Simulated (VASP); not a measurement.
C:

```
CELL_PARAMETERS angstrom
2.09857 -1.21168 0.00000
2.09857 1.21168 0.00000
-1.36043 0.00000 3.45549
ATOMIC_POSITIONS crystal
C 0.16664 0.16664 0.99991
C 0.83336 0.83336 0.00009
```

This cell differs from its parent crystal: volume scaled by 0.96.

Base run:

| Quantity | Value |
| --- | --- |
| Program | VASP 6.6.1 |
| Functional | PBE |
| Potentials or basis | VASP PAW PBE potentials, release 64 (C) |
| Cutoff | 520 eV |
| k mesh | 13 × 13 × 8 |
| Occupations | fermi-dirac, width 0.05 eV |
| Spin | no spin polarisation |

Its results: band gap on the k mesh 0.94 eV, indirect (least direct gap 0.95 eV); pressure 16.4 GPa; largest force 0.004 eV/Å.

Q: The run is repeated on the same cell with these changes: functional from PBE to PBEsol. What comes out?

A: Band gap on the k mesh 0.93 eV, indirect (least direct gap 0.94 eV); pressure 13.5 GPa; largest force 0.004 eV/Å.

PBEsol binds more tightly than PBE, so the same cell stands under less pressure.

Caveats: this functional lacks dispersion, which binds the layers, so the pressure and a relaxed spacing across them are unreliable; the PAW data sets were made with another functional, which shifts forces and pressure a little (some runs).

A k mesh can miss the band edges.
